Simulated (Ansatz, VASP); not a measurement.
One calculation of As, two programs

```xyz
2
Lattice="1.8554 1.0712 3.4666 -1.8554 1.0712 3.4666 0.0000 -2.1424 3.4666" Properties=species:S:1:pos:R:3 pbc="T T T"
As    0.0000    0.0000    2.3503
As    0.0000    0.0000    8.0494
```

Alike in both runs: task single point; functional r2SCAN; k mesh 9 × 9 × 9; occupations fermi-dirac, width 0.05 eV; no spin polarisation.

|  | VASP | Ansatz |
| --- | --- | --- |
| version | VASP 6.6.1 | Ansatz 0.2.0 |
| potentials or method | VASP PAW PBE potentials, release 64 (As) | Ansatz PAW |
| plane-wave cutoff (eV) | 520 | 500 |
| valence electrons in the cell | 10 | 30 |

VASP gave:

```
gap on the k mesh at the Fermi level (eV)                     : none
pressure (GPa)                                                : 5.6
traceless stress, the component that is largest in VASP (GPa) : -0.57
rms of the force components (eV/Å)                            : 0.280
```

**Question.** Estimate Ansatz's values.

**Answer.** gap on the k mesh at the Fermi level (eV): none; pressure (GPa): 5.5; traceless stress, the component that is largest in VASP (GPa): -0.51; rms of the force components (eV/Å): 0.251.

VASP's potentials were made for PBE, not for r2SCAN. Atom by atom the forces differ by 0.029 eV/Å (rms over components). A gap of «none» marks a metal or a gap that the smearing closes. VASP's potentials hold 10 valence electrons a cell and Ansatz's 30, so a difference there can come from the potentials and not from the codes.
